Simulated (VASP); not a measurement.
Input of a VASP 6.6.1 run:

The input INCAR:

```
SYSTEM = BN
ALGO = Normal
EDIFF = 1E-6
ENCUT = 520
GGA = PS
ISIF = 2
ISMEAR = 0
LASPH = .True.
LCHARG = .True.
LELF = .True.
LREAL = .False.
LVHAR = .True.
LWAVE = .False.
NBANDS = 11
NELM = 100
PREC = Accurate
SIGMA = 0.01
```

KPOINTS

```
k-points
0
Gamma
  12 12 12
  0 0 0
```

Contents of POSCAR:

```
BN
1.0
    0.0000000000      1.7967293869      1.7967293869
    1.7967293869      0.0000000000      1.7967293869
    1.7967293869      1.7967293869      0.0000000000
B N
1 1
Direct
    0.0000000000      0.0000000000      0.0000000000
    0.7500000000      0.7500000000      0.7500000000
```

Potentials or basis: VASP PAW PBE potentials, release 64 (B, N).

Command:

```sh
$ cat potpaw_PBE.64/B/POTCAR potpaw_PBE.64/N/POTCAR > POTCAR
$ mpirun -np 1 vasp_std > vasp.out
```

What does it give for the band gap on the k mesh?

4.30 eV, indirect (least direct gap 8.85 eV).

What does it give for the pressure?

4.7 GPa.

Caveat: the PAW data sets were made with another functional, which shifts forces and pressure a little. A k mesh can miss the band edges.
